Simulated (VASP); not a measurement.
Here is a VASP 6.6.1 calculation.

File INCAR:

```
PREC = Accurate
ENCUT = 500
EDIFF = 1E-6
ISMEAR = 0
SIGMA = 0.01
LREAL = F
LASPH = T
NELM = 200
ALGO = Normal
ISIF = 2
LWAVE = F
LCHARG = F
MAGMOM = 0 0 0 0 0 0 0 0 0 0 0 0
LORBIT = 11
LSORBIT = T
GGA_COMPAT = F
LORBMOM = T
GGA = PE
NBANDS = 46
```

KPOINTS

```
regular mesh
0
Gamma
  6 6 6
```

The input POSCAR:

```
Ba2TeSe
1.0
    2.4201238580      1.3972591609      7.9316978186
   -2.4201238580      1.3972591609      7.9316978186
    0.0000000000     -2.7945183217      7.9316978186
Se Te Ba
1 1 2
Direct
    1.0000000000      0.0000000000      0.0000000000
    0.5000000000      0.5000000000      0.5000000000
    0.2548744217      0.2548744217      0.2548744217
    0.7451255783      0.7451255783      0.7451255783
```

Potentials or basis: VASP PAW PBE potentials, release 64 (Se, Te, Ba_sv).

Run with:

```console
$ cat potpaw_PBE.64/Se/POTCAR potpaw_PBE.64/Te/POTCAR potpaw_PBE.64/Ba_sv/POTCAR > POTCAR
$ mpirun -np 1 vasp_ncl > vasp.out
```

Task: Estimate the pressure.

Result: 0.5 GPa.

Task: Estimate the net moment.

Result: 0.00 μB per cell.

Task: Estimate the largest force.

Result: 0.009 eV/Å.

Moments on the atoms (μB; x, y, z):
```
Se  0.00 0.00 0.00
Te  0.00 0.00 0.00
Ba  0.00 0.00 0.00
Ba  0.00 0.00 0.00
```
